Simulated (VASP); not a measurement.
Set up this calculation in VASP 6.6.1, as the native input.

```yaml
Task: single point
Functional: LDA
Potentials_or_basis: VASP PAW LDA potentials, release 64 (Mo_sv, S)
Cutoff: 520 eV
k_mesh: 10 × 10 × 5
Occupations: methfessel-paxton, width 0.05 eV
Spin: no spin polarisation
Dipole_correction: no
Further_INCAR_settings: ALGO = Normal; EDIFF = 1e-06; NBANDS = 20
```

The structure of MoS2 lies in POSCAR:

```
MoS2
1.0
    3.2381875539      0.0000000000      0.0000000000
   -1.6190932753      2.8043520018      0.0000000000
    0.0000000000      0.0000000000      6.3334448252
Mo S
1 2
Direct
    0.0000000000      0.0000000000      0.5000000000
    0.3333333333      0.6666666667      0.2553190000
    0.6666666667      0.3333333333      0.7446810000
```

The input as run:

INCAR

```
PREC = Accurate ; ENCUT = 520
EDIFF = 1E-6 ; ISMEAR = 1
SIGMA = 0.05 ; LREAL = F
LASPH = T ; NELM = 100
ALGO = Normal ; ISIF = 2
LWAVE = F ; LCHARG = F
NBANDS = 20
```

KPOINTS

```
Automatic mesh
0
Gamma
  10 10 5
```

Potentials or basis: VASP PAW LDA potentials, release 64 (Mo_sv, S).

Launch:

```console
$ cat potpaw_LDA.64/Mo_sv/POTCAR potpaw_LDA.64/S/POTCAR > POTCAR
$ mpirun -np 1 vasp_std > vasp.out
```

Results of the run:

```json
{
 "Pressure": "-7.0 GPa",
 "Largest force": "0.287 eV/Å",
 "Band gap on the k mesh": "zero (band 13 reaches 7.03 eV, above the bottom of band 14 at 6.27 eV)"
}
```

Run time: 18 s on 1 thread of Intel(R) Xeon(R) 6975P-C (Granite Rapids), on a shared host, peak memory 0.18 GiB.
